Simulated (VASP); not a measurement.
# NiS4: single point with r2SCAN

The system is NiS4.

```
CELL_PARAMETERS angstrom
-3.74829 3.74829 3.34737
3.74829 -3.74829 3.34737
3.74829 3.74829 -3.34737
ATOMIC_POSITIONS crystal
S 0.35200 0.79500 0.55700
S 0.79500 0.73800 0.44300
S 0.73800 0.79500 0.94300
S 0.79500 0.35200 0.05700
S 0.64800 0.20500 0.44300
S 0.20500 0.64800 0.94300
S 0.26200 0.20500 0.05700
S 0.20500 0.26200 0.55700
Ni 0.12500 0.87500 0.25000
Ni 0.87500 0.12500 0.75000
```

```yaml
Program: VASP 6.6.1
Task: single point
Functional: r2SCAN
Potentials_or_basis: VASP PAW PBE potentials, release 64 (S, Ni)
Cutoff: 520 eV
k_mesh: 4 × 4 × 4
Occupations: gaussian, width 0.01 eV
Spin: no spin polarisation
Dipole_correction: no
Further_INCAR_settings: ALGO = Normal; EDIFF = 1e-06; NBANDS = 45
```

```yaml
Pressure: -10.4 GPa
Largest_force: 0.824 eV/Å
Band_gap_on_the_k_mesh: zero (bands 34 and 35 overlap by 0.60 eV)
```

Forces on the atoms (eV/Å):
```
S    0.000 -0.138  0.812
S    0.138  0.000  0.812
S    0.000  0.138  0.812
S   -0.138  0.000  0.812
S    0.000  0.138 -0.812
S    0.138  0.000 -0.812
S    0.000 -0.138 -0.812
S   -0.138  0.000 -0.812
Ni   0.000  0.000  0.000
Ni   0.000  0.000  0.000
```

Stress tensor (GPa, compression positive):
```
 -7.31   0.00   0.00
  0.00  -7.31   0.00
  0.00   0.00 -16.65
```

Levels at points of the mesh, in eV from the Fermi level:
| k point | band 30 | band 31 | band 32 | band 33 | band 34 | band 35 | band 36 | band 37 | band 38 | band 39 |
| --- | --- | --- | --- | --- | --- | --- | --- | --- | --- | --- |
| (0.00, 0.00, 0.00) | -0.44 | 0.03 | 0.11 | 0.11 | 0.19 | 0.20 | 0.31 | 0.77 | 0.79 | 0.79 |
| (0.50, 0.00, 0.00) | -0.83 | -0.79 | -0.60 | -0.10 | 0.02 | 0.26 | 0.27 | 0.29 | 0.89 | 1.01 |
| (0.50, 0.50, 0.00) | -0.99 | -0.88 | -0.88 | -0.24 | -0.24 | 0.07 | 0.07 | 0.78 | 0.78 | 0.98 |
| (0.50, 0.50, 0.50) | -1.54 | -0.70 | -0.70 | -0.41 | -0.41 | -0.41 | -0.41 | 0.34 | 0.34 | 0.70 |

Wall time 16 min on 1 thread of Oxide Virtual Turin-like Processor (shared host), peak memory 0.36 GiB.

Caveat: the stress differs along the axes, from -17 to -7 GPa; the PAW data sets were made with another functional, which shifts forces and pressure a little; the run has no spin polarisation, though such a crystal can be magnetic. With open d or f shells a metallic result of r2SCAN can be an artefact of self-interaction; +U or a hybrid may open a gap.
